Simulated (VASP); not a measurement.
# Ag in VASP: a series of runs

Ag is run at these levels: PBEsol; tasks: electric field gradients.

Everything below comes from runs of VASP 6.6.1. Logs are shortened: lines on timing, memory, paths and dates and some standing lists are left out, and cuts for length are marked.

**1. The cell of the first run**

The structure is cubic, space group Fm-3m (No. 225). Conventional cell: a = 4.073 Å, b = 4.073 Å, c = 4.073 Å, α = 90.00°, β = 90.00°, γ = 90.00°. Within 3.8 Å of Ag (site symmetry m-3m) lie 12 Ag at 2.88 Å.

**2. Electric field gradients, PBEsol (volume scaled by 0.99)**

The input, INCAR:

```
SYSTEM = Ag
  PREC = Accurate
  ENCUT = 520
  EDIFF = 1E-8
  ISMEAR = -1
  SIGMA = 0.03
  LREAL = .False.
  LASPH = .True.
  NELM = 100
  ALGO = Normal
  ISIF = 2
  LWAVE = .False.
  LCHARG = .False.
  GGA = PS
  LEFG = .True.
  NBANDS = 12
```

The input, KPOINTS:

```
regular mesh
0
Gamma
  15 15 15
  0 0 0
```

The input, POSCAR:

```
Ag
1.0
    0.0000000000      2.0362668386      2.0362668386
    2.0362668386      0.0000000000      2.0362668386
    2.0362668386      2.0362668386      0.0000000000
Ag
1
Direct
    0.0000000000      0.0000000000      0.0000000000
```

Potentials or basis: VASP PAW PBE potentials, release 64 (Ag).

On the command line:

```bash
> cat potpaw_PBE.64/Ag/POTCAR > POTCAR
> mpirun -np 1 vasp_std > vasp.out
```

OUTCAR:

```text
SYSTEM = Ag
   PREC = Accurate
   ENCUT = 520
   EDIFF = 1E-8
   ISMEAR = -1
   LREAL = .False.
   LASPH = .True.
   NELM = 100
   ISIF = 2
   GGA = PS

 ion  position               nearest neighbor table
   1  0.000  0.000  0.000-

  LATTYP: Found a face centered cubic cell.
 ALAT       =     4.0725336772

  Lattice vectors:

 A1 = (   0.0000000000,   2.0362668386,   2.0362668386)
 A2 = (   2.0362668386,   0.0000000000,   2.0362668386)
 A3 = (   2.0362668386,   2.0362668386,   0.0000000000)

Analysis of symmetry for initial positions (statically):
=====================================================================
 Subroutine PRICEL returns:
 Original cell was already a primitive cell.

 Routine SETGRP: Setting up the symmetry group for a
 face centered cubic supercell.

 Subroutine GETGRP returns: Found 48 space group operations
 (whereof 48 operations were pure point group operations)
 out of a pool of 48 trial point group operations.

The static configuration has the point symmetry O_h .

Analysis of symmetry for dynamics (positions and initial velocities):
=====================================================================
 Subroutine PRICEL returns:
 Original cell was already a primitive cell.

 Routine SETGRP: Setting up the symmetry group for a
 face centered cubic supercell.

 Subroutine GETGRP returns: Found 48 space group operations
 (whereof 48 operations were pure point group operations)
 out of a pool of 48 trial point group operations.

The dynamic configuration has the point symmetry O_h .

 Subroutine INISYM returns: Found 48 space group operations
 (whereof 48 operations are pure point group operations),
 and found     1 'primitive' translations

----------------------------------------------------------------------------------------

                                     Primitive cell

  volume of cell :      16.8863

  direct lattice vectors                    reciprocal lattice vectors
     0.000000000  2.036266839  2.036266839    -0.245547386  0.245547386  0.245547386
     2.036266839  0.000000000  2.036266839     0.245547386 -0.245547386  0.245547386
     2.036266839  2.036266839  0.000000000     0.245547386  0.245547386 -0.245547386

  length of vectors
     2.879716180  2.879716180  2.879716180     0.425300549  0.425300549  0.425300549

  position of ions in fractional coordinates (direct lattice)
     0.000000000  0.000000000  0.000000000

  ion indices of the primitive-cell ions
   primitive index   ion index
                 1           1

----------------------------------------------------------------------------------------

 KPOINTS: regular mesh

Automatic generation of k-mesh.
 Grid dimensions read from file:
 generate k-points for:   15   15   15

 Generating k-lattice:

  Cartesian coordinates                     Fractional coordinates (reciprocal lattice)
    -0.016369826  0.016369826  0.016369826     0.066666667  0.000000000  0.000000000
     0.016369826 -0.016369826  0.016369826     0.000000000  0.066666667  0.000000000
     0.016369826  0.016369826 -0.016369826     0.000000000  0.000000000  0.066666667

  Length of vectors
     0.028353370  0.028353370  0.028353370

  Shift w.r.t. Gamma in fractional coordinates (k-lattice)
     0.000000000  0.000000000  0.000000000

 Subroutine IBZKPT returns following result:
 ===========================================

 Found    120 irreducible k-points:

 Following reciprocal coordinates:
            Coordinates               Weight
  0.000000  0.000000  0.000000      1.000000
  0.066667  0.000000  0.000000      8.000000
  0.133333  0.000000  0.000000      8.000000
  0.200000  0.000000  0.000000      8.000000
  0.266667  0.000000  0.000000      8.000000
  0.333333  0.000000  0.000000      8.000000
[... 16 lines left out ...]
  0.133333  0.133333  0.000000      6.000000
  0.200000  0.133333  0.000000     24.000000
 [... further k-points ...]
   k-points           NKPTS =    120   k-points in BZ     NKDIM =    120   number of bands    NBANDS=     12
   number of dos      NEDOS =    301   number of ions     NIONS =      1
   total plane-waves  NPLWV =  13824
   dimension x,y,z NGX =    24 NGY =   24 NGZ =   24
   dimension x,y,z NGXF=    48 NGYF=   48 NGZF=   48
   ions per type =               1
   NGX,Y,Z   is equivalent  to a cutoff of  13.86, 13.86, 13.86 a.u.
   NGXF,Y,Z  is equivalent  to a cutoff of  27.71, 27.71, 27.71 a.u.
 SYSTEM =  Ag
   PREC   = accura    normal or accurate (medium, high low for compatibility)
   ISTART =      0    job   : 0-new  1-cont  2-samecut
   ICHARG =      2    charge: 1-file 2-atom 10-const
   ISPIN  =      1    spin polarized calculation?
   LNONCOLLINEAR =      F non collinear calculations
   LSORBIT =      F    spin-orbit coupling
   LASPH  =      T    aspherical Exc in radial PAW
   ENCUT  =  520.0 eV  38.22 Ry    6.18 a.u.   5.35  5.35  5.35*2*pi/ulx,y,z
   NELM   =    100;   NELMIN=  2; NELMDL= -5     # of ELM steps
   EDIFF  = 0.1E-07   stopping-criterion for ELM
   LREAL  =      F    real-space projection
   EDIFFG = 0.1E-06   stopping-criterion for IOM
   NSW    =      0    number of steps for IOM
   IBRION =     -1    ionic relax: 0-MD 1-quasi-New 2-CG
   NFREE  =      0    steps in history (QN), initial steepest desc. (CG)
   ISIF   =      2    stress and relaxation
   ISYM   =      2    0-nonsym 1-usesym 2-fastsym
   POTIM  = 0.5000    time-step for ionic-motion
   TEBEG  =    0.0;   TEEND  =   0.0 temperature during run
   PSTRESS=    0.0 pullay stress
   NELECT =      11.0000    total number of electrons
   NUPDOWN=      -1.0000    fix difference up-down
   EMIN   =  10.00;   EMAX   =-10.00  energy-range for DOS
   EFERMI =   0.00;   METHOD = LEGACY
   ISMEAR =    -1;   SIGMA  =   0.03  broadening in eV -4-tet -1-fermi 0-gaus
   EFERMI_NEDOS =   21; number of points for ismear=-14 and -15
   IALGO  =     38    algorithm
   IMIX   =      4    mixing-type and parameters
     AMIX     =   0.40;   BMIX     =  1.00
     AMIX_MAG =   1.60;   BMIX_MAG =  1.00
  volume/ion in A,a.u.               =      16.89       113.95
  Fermi-wavevector in a.u.,A,eV,Ry     =   1.419148  2.681801 27.401878  2.013981
  Thomas-Fermi vector in A             =   2.540199
   LORBIT       =      0    0 simple, 1 ext, 2 COOP (PROOUT), +10 PAW based schemes
   GGA     = PS    functional components
   LHFCALC =     F    Hartree Fock is set to
   AEXX    =    0.0000 exact exchange contribution
   IVDW    =     0    specifies the selected vdW correction
   LEPSILON=     F    determine dielectric tensor
   LRPA    =     F    only Hartree local field effects (RPA)
 non-spin polarized calculation
  energy-cutoff  :      520.00
  volume of cell :       16.89
 maximum number of plane-waves:       468
 NGX is ok and might be reduce to    24
   NGX = 11   NGY = 11   NGZ = 11

 number of electron      10.9999999 magnetization

 Free energy of the ion-electron system (eV)
  ---------------------------------------------------
  ext. energy  EPLUGINS =         0.00000000
  ---------------------------------------------------
  free energy    TOTEN  =        -3.30484513 eV

  energy without entropy =       -3.30336628  energy(sigma->0) =       -3.30410570

 E-fermi :   8.5070     XC(G=0): -12.4707

 val. band max:        8.4998086397   @ k =  -0.3333   0.2000   0.0000
 cond. band min:       8.5149614206   @ k =  -0.4000   0.1333   0.0000
 fundamental gap:      0.0151527809
 Fermi energy:         8.5070355906

 k-point     1 :       0.0000    0.0000    0.0000
  band No.  band energies     occupation
      1       0.4640      2.00000
      2       3.5560      2.00000
      3       3.5560      2.00000
      4       3.5560      2.00000
      5       4.6202      2.00000
      6       4.6202      2.00000
      7      24.3729      0.00000
      8      28.0021      0.00000
      9      28.0021      0.00000
     10      28.0021      0.00000
     11      32.8471      0.00000
     12      34.0331      0.00000

 k-point     2 :       0.0667    0.0000    0.0000
  band No.  band energies     occupation
      1       0.6040      2.00000
      2       3.5229      2.00000
      3       3.5951      2.00000
      4       3.5951      2.00000
      5       4.6052      2.00000
      6       4.6052      2.00000
      7      24.3995      0.00000
      8      26.8677      0.00000
      9      28.0641      0.00000
     10      28.0641      0.00000
     11      32.8553      0.00000
     12      33.8533      0.00000

 k-point     3 :       0.1333    0.0000    0.0000
  band No.  band energies     occupation
      1       1.0008      2.00000
      2       3.4564      2.00000
      3       3.6893      2.00000
      4       3.6893      2.00000
      5       4.5835      2.00000
      6       4.5835      2.00000
      7      23.7406      0.00000
      8      25.4357      0.00000
      9      28.2006      0.00000
     10      28.2006      0.00000
     11      31.7752      0.00000
     12      33.2345      0.00000
[... 286 lines left out ...]
 k-point    23 :       0.1333    0.1333    0.0000
  band No.  band energies     occupation
      1       1.1822      2.00000
      2       3.2738      2.00000
      3       3.8270      2.00000
      4       3.8270      2.00000
      5       4.3634      2.00000
      6       4.7435      2.00000
      7      24.6452      0.00000
      8      26.1315      0.00000
      9      26.2547      0.00000
     10      26.2547      0.00000
     11      32.3325      0.00000
     12      33.6856      0.00000

 k-point    24 :       0.2000    0.1333    0.0000
  band No.  band energies     occupation
      1       1.6120      2.00000
      2       3.1509      2.00000
      3       3.9224      2.00000
      4       3.9571      2.00000
      5       4.3616      2.00000
      6       4.8145      2.00000
      7      23.5083      0.00000
      8      25.0656      0.00000
      9      25.5075      0.00000
     10      26.9813      0.00000
     11      30.6636      0.00000
     12      33.7178      0.00000

 [... further k-points ...]

------------------------ aborting loop because EDIFF is reached ----------------------------------------

  FORCE on cell =-STRESS in cart. coord.  units (eV):
  Direction    XX          YY          ZZ          XY          YZ          ZX
  --------------------------------------------------------------------------------------
  -------------------------------------------------------------------------------------
  Total       -0.1995775     -0.1995775     -0.1995775     -0.0000000     -0.0000000      0.0000000
  in kB      -18.9359961    -18.9359961    -18.9359961     -0.0000000     -0.0000000      0.0000000
  external PRESSURE =     -18.9359961 kB  Pullay stress =       0.0000000 kB

 VOLUME and BASIS-vectors are now :
 -----------------------------------------------------------------------------
  energy-cutoff  :      520.00
  volume of cell :       16.89
      direct lattice vectors                 reciprocal lattice vectors
     0.000000000  2.036266839  2.036266839    -0.245547386  0.245547386  0.245547386
     2.036266839  0.000000000  2.036266839     0.245547386 -0.245547386  0.245547386
     2.036266839  2.036266839  0.000000000     0.245547386  0.245547386 -0.245547386

 POSITION                                       TOTAL-FORCE (eV/Angst)
 -----------------------------------------------------------------------------------
      0.00000      0.00000      0.00000        -0.000000     -0.000000      0.000000
 -----------------------------------------------------------------------------------
    total drift:                               -0.000000      0.000000      0.000000

  FREE ENERGIE OF THE ION-ELECTRON SYSTEM (eV)
  ---------------------------------------------------
  free  energy   TOTEN  =        -3.3048451270 eV

  energy  without entropy=       -3.3033662817  energy(sigma->0) =       -3.30410570

 Electric field gradients (V/A^2)
---------------------------------------------------------------------
 ion       V_xx      V_yy      V_zz      V_xy      V_xz      V_yz
---------------------------------------------------------------------
   1      -0.000    -0.000    -0.000     0.001     0.001     0.001
---------------------------------------------------------------------

 Electric field gradients after diagonalization (V/A^2)
 (convention: |V_zz| > |V_xx| > |V_yy|)
----------------------------------------------------------------------
 ion       V_xx      V_yy      V_zz     asymmetry (V_yy - V_xx)/ V_zz
----------------------------------------------------------------------
   1      -0.001    -0.001     0.001       0.000
----------------------------------------------------------------------

           NMR quadrupolar parameters

 Cq : quadrupolar parameter    Cq=e*Q*V_zz/h
 eta: asymmetry parameters     (V_yy - V_xx)/ V_zz
 Q  : nuclear electric quadrupole moment in mb (millibarn)
----------------------------------------------------------------------
 ion       Cq(MHz)       eta       Q (mb)
----------------------------------------------------------------------
   1       0.000       0.000       1.000
----------------------------------------------------------------------
```

Wall time 20 s (1 thread of Intel Xeon 6975P-C, shared host); peak memory 0.15 GiB.

What came out:

* Free energy: -3.3048 eV
* Pressure: -1.9 GPa

Caveat: without QUAD_EFG the Cq values of the log hold for a quadrupole moment of 1 mb, not for the nuclei; the PAW data sets were made with another functional, which shifts forces and pressure a little.

(Continued in part 2 of 3.)
